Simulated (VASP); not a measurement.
# Mn (P6_3/mmc) in VASP: single point with PBEsol

Aim: the single point of Mn with PBEsol.

Program: VASP 6.6.1. These are calculated values, not measurements. Logs are shortened: lines on timing, memory, paths and dates and some standing lists are left out, and cuts for length are marked.

### Step 1. The cell of the first run

It takes space group P6_3/mmc (No. 194, hexagonal). Conventional cell: a = 2.475 Å, b = 2.475 Å, c = 8.215 Å, α = 90.00°, β = 90.00°, γ = 120.00°. Within 2.7 Å of Mn (site symmetry 3m) lie 10 Mn at 1.93 to 2.60 Å.

This isn't the form of Mn at room conditions, which is a 58-atom cubic cell.

### Step 2. Single point, PBEsol, collinear spin, ferromagnetic start

INCAR reads:

```
ALGO = Normal
EDIFF = 1E-6
ENCUT = 520
GGA = PS
ISIF = 2
ISMEAR = 0
ISPIN = 2
LASPH = T
LCHARG = F
LMAXMIX = 4
LORBIT = 11
LREAL = F
LWAVE = F
MAGMOM = 4.49 4.49 4.49 4.49
NBANDS = 38
NELM = 150
PREC = Accurate
SIGMA = 0.1
```

KPOINTS reads:

```
k-points
0
Gamma
  12 12 6
```

POSCAR reads:

```
Mn
1.0
    2.4747895855      0.0000000000      0.0000000000
   -1.2373947927      2.1432306500      0.0000000000
    0.0000000000      0.0000000000      8.2145765594
Mn
4
Direct
    0.6666666667      0.3333333333      0.1323873532
    0.3333333333      0.6666666667      0.6323873532
    0.6666666667      0.3333333333      0.3676126468
    0.3333333333      0.6666666667      0.8676126468
```

Potentials or basis: VASP PAW PBE potentials, release 64 (Mn_pv).

The run is started by

```bash
> cat potpaw_PBE.64/Mn_pv/POTCAR > POTCAR
> mpirun -np 1 vasp_std > vasp.out
```

OUTCAR:

```text
EDIFF = 1E-6
   ENCUT = 520
   GGA = PS
   ISIF = 2
   ISMEAR = 0
   ISPIN = 2
   LASPH = T
   LORBIT = 11
   LREAL = F
   NELM = 150
   PREC = Accurate

 ion  position               nearest neighbor table
   1  0.667  0.333  0.132-   3 1.93   4 2.60   4 2.60   4 2.60   3 3.14   3 3.14   3 3.14   3 3.14
                             3 3.14   3 3.14
   2  0.333  0.667  0.632-   4 1.93   3 2.60   3 2.60   3 2.60   4 3.14   4 3.14   4 3.14   4 3.14
                             4 3.14   4 3.14
   3  0.667  0.333  0.368-   1 1.93   2 2.60   2 2.60   2 2.60   1 3.14   1 3.14   1 3.14   1 3.14
                             1 3.14   1 3.14
   4  0.333  0.667  0.868-   2 1.93   1 2.60   1 2.60   1 2.60   2 3.14   2 3.14   2 3.14   2 3.14
                             2 3.14   2 3.14

  LATTYP: Found a hexagonal cell.
 ALAT       =     2.4747895855
 C/A-ratio  =     3.3193030258

  Lattice vectors:

 A1 = (   2.4747895855,   0.0000000000,   0.0000000000)
 A2 = (  -1.2373947927,   2.1432306500,   0.0000000000)
 A3 = (   0.0000000000,   0.0000000000,   8.2145765594)

Analysis of symmetry for initial positions (statically):
=====================================================================
 Subroutine PRICEL returns:
 Original cell was already a primitive cell.

 Routine SETGRP: Setting up the symmetry group for a
 hexagonal supercell.

 Subroutine GETGRP returns: Found 24 space group operations
 (whereof 12 operations were pure point group operations)
 out of a pool of 24 trial point group operations.

The static configuration has the point symmetry D_3d.
 The point group associated with its full space group is D_6h.

Analysis of symmetry for dynamics (positions and initial velocities):
=====================================================================
 Subroutine PRICEL returns:
 Original cell was already a primitive cell.

 Routine SETGRP: Setting up the symmetry group for a
 hexagonal supercell.

 Subroutine GETGRP returns: Found 24 space group operations
 (whereof 12 operations were pure point group operations)
 out of a pool of 24 trial point group operations.

The dynamic configuration has the point symmetry D_3d.
 The point group associated with its full space group is D_6h.

Analysis of structural, dynamic, and magnetic symmetry:
=====================================================================
 Subroutine PRICEL returns:
 Original cell was already a primitive cell.

 Routine SETGRP: Setting up the symmetry group for a
 hexagonal supercell.

 Subroutine GETGRP returns: Found 24 space group operations
[... 137 lines left out ...]
   LEPSILON=     F    determine dielectric tensor
   LRPA    =     F    only Hartree local field effects (RPA)
 spin polarized calculation
 Gauss-broadening in eV      SIGMA  =   0.10
  energy-cutoff  :      520.00
  volume of cell :       43.57
 maximum number of plane-waves:      1194
   NGX =  9   NGY =  9   NGZ = 31

 number of electron      52.0000006 magnetization      12.7659462

 number of electron      52.0000007 magnetization       0.0006127

 Free energy of the ion-electron system (eV)
  ---------------------------------------------------
  ext. energy  EPLUGINS =         0.00000000
  ---------------------------------------------------
  free energy    TOTEN  =       -37.29279033 eV

  energy without entropy =      -37.26507546  energy(sigma->0) =      -37.27893290

 E-fermi :  10.2511     XC(G=0): -14.0280

 val. band max:       10.2491576043   @ k =   0.4167   0.0833   0.0000
 cond. band min:      10.2512896671   @ k =   0.4167   0.0833   0.3333
 fundamental gap:      0.0021320628
 Fermi energy:        10.2511442157

 spin component 1

 k-point     1 :       0.0000    0.0000    0.0000
  band No.  band energies     occupation
      1     -38.6613      1.00000
      2     -38.4230      1.00000
      3     -37.3181      1.00000
      4     -37.3181      1.00000
      5     -37.2921      1.00000
      6     -37.2921      1.00000
[... 973 lines left out ...]
     37      19.8398      0.00000
     38      21.4875      0.00000

 [... further k-points ...]

 spin component 2

 k-point     1 :       0.0000    0.0000    0.0000
  band No.  band energies     occupation
      1     -38.6612      1.00000
      2     -38.4229      1.00000
      3     -37.3179      1.00000
      4     -37.3179      1.00000
      5     -37.2920      1.00000
      6     -37.2920      1.00000
[... 973 lines left out ...]
     37      19.8399      0.00000
     38      21.4876      0.00000

 [... further k-points ...]

------------------------ aborting loop because EDIFF is reached ----------------------------------------

  FORCE on cell =-STRESS in cart. coord.  units (eV):
  Direction    XX          YY          ZZ          XY          YZ          ZX
  --------------------------------------------------------------------------------------
  -------------------------------------------------------------------------------------
  Total       -0.0347013     -0.0347013      2.0448727     -0.0000000      0.0000000      0.0000000
  in kB       -1.2760396     -1.2760396     75.1942248     -0.0000000      0.0000000      0.0000000
  external PRESSURE =      24.2140485 kB  Pullay stress =       0.0000000 kB

 VOLUME and BASIS-vectors are now :
 -----------------------------------------------------------------------------
  energy-cutoff  :      520.00
  volume of cell :       43.57
      direct lattice vectors                 reciprocal lattice vectors
     2.474789585  0.000000000  0.000000000     0.404074757  0.233292670  0.000000000
    -1.237394793  2.143230650  0.000000000     0.000000000  0.466585339  0.000000000
     0.000000000  0.000000000  8.214576559     0.000000000  0.000000000  0.121734820

 POSITION                                       TOTAL-FORCE (eV/Angst)
 -----------------------------------------------------------------------------------
      1.23739      0.71441      1.08751        -0.000000      0.000000     -0.564761
     -0.00000      1.42882      5.19479        -0.000000      0.000000     -0.564761
      1.23739      0.71441      3.01978        -0.000000     -0.000000      0.564761
     -0.00000      1.42882      7.12707         0.000000     -0.000000      0.564761
 -----------------------------------------------------------------------------------
    total drift:                               -0.000000      0.000000     -0.000000

  FREE ENERGIE OF THE ION-ELECTRON SYSTEM (eV)
  ---------------------------------------------------
  free  energy   TOTEN  =       -37.2927903341 eV

  energy  without entropy=      -37.2650754650  energy(sigma->0) =      -37.27893290

 total charge

# of ion       s       p       d       tot
------------------------------------------
    1        0.432   6.385   5.303  12.119
    2        0.432   6.385   5.303  12.119
    3        0.432   6.385   5.303  12.119
    4        0.432   6.385   5.303  12.119
--------------------------------------------------
tot          1.727  25.540  21.210  48.477

 magnetization (x)

# of ion       s       p       d       tot
------------------------------------------
    1       -0.000   0.000   0.000   0.000
    2       -0.000   0.000   0.000   0.000
    3       -0.000   0.000   0.000   0.000
    4       -0.000   0.000   0.000   0.000
--------------------------------------------------
tot         -0.000   0.000   0.000   0.000
```

Run time: 6.8 min. Hardware: 1 thread of Intel Xeon 8259CL, shared host; peak memory 0.28 GiB.

What came out:

```yaml
Free_energy: -37.2928 eV
Pressure: 2.4 GPa
Largest_force: 0.565 eV/Å
Band_gap_on_the_k_mesh: zero (filled and empty bands overlap)
Net_moment: 0.00 μB per cell
Valence_electrons_inside_the_program's_atomic_spheres: Mn 12.12
```

Forces in eV/Å, atoms in the order of the input:
```
Mn   0.000  0.000 -0.565
Mn   0.000  0.000 -0.565
Mn   0.000  0.000  0.565
Mn   0.000  0.000  0.565
```

Stress tensor (GPa, compression positive):
```
-0.13  0.00  0.00
 0.00 -0.13  0.00
 0.00  0.00  7.52
```

Levels at points of the mesh, in eV from the Fermi level:
Spin up:
```
           k point  band 24  band 25  band 26  band 27  band 28  band 29
(0.00, 0.00, 0.00)    -0.58    -0.58    -0.55    -0.55    -0.40    -0.40
(0.50, 0.00, 0.00)    -0.58     0.63     0.72     1.72     1.78     2.02
(0.00, 0.00, 0.50)    -0.72    -0.72    -0.72    -0.38    -0.38    -0.21
(0.50, 0.00, 0.50)    -0.73     0.68     0.68     1.48     1.48     1.76
```
Spin down:
```
           k point  band 24  band 25  band 26  band 27  band 28  band 29
(0.00, 0.00, 0.00)    -0.58    -0.58    -0.55    -0.55    -0.40    -0.40
(0.50, 0.00, 0.00)    -0.58     0.63     0.72     1.72     1.78     2.02
(0.00, 0.00, 0.50)    -0.72    -0.72    -0.72    -0.38    -0.38    -0.21
(0.50, 0.00, 0.50)    -0.73     0.68     0.68     1.48     1.48     1.76
```

Caveat: atoms lie so close that the PAW spheres overlap strongly, which falsifies energies and pressures; the stress differs along the axes, from -0 to 8 GPa; the moments typed at the start vanished in this run; the PAW data sets were made with another functional, which shifts forces and pressure a little.
